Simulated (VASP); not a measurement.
C:

```
C
1.0
     1.22805   -2.12706    0.00000
     1.22805    2.12706    0.00000
     0.00000    0.00000    7.17327
C
4
Direct
  0.08338 0.91662 0.75314
  0.58338 0.41662 0.24686
  0.91662 0.08338 0.24686
  0.41662 0.58338 0.75314
```

Base run:

```yaml
Program: VASP 6.6.1
Functional: PBE
Potentials_or_basis: VASP PAW PBE potentials, release 64 (C)
Cutoff: 520 eV
k_mesh: 18 × 18 × 6
Occupations: methfessel-paxton, width 0.02 eV
Spin: no spin polarisation
```

Its results: pressure 4.2 GPa; largest force 0.027 eV/Å.

The run is repeated on the same cell with these changes: occupations from methfessel-paxton, width 0.02 eV to fermi-dirac, width 0.5 eV. What comes out?

Pressure 4.6 GPa; largest force 0.015 eV/Å.

Caveats: the cell stands under pressure; this functional lacks dispersion, which binds layers or chains, so the pressure and a relaxed spacing across them are unreliable; so wide a smearing shifts energies and pressures (at least some runs).
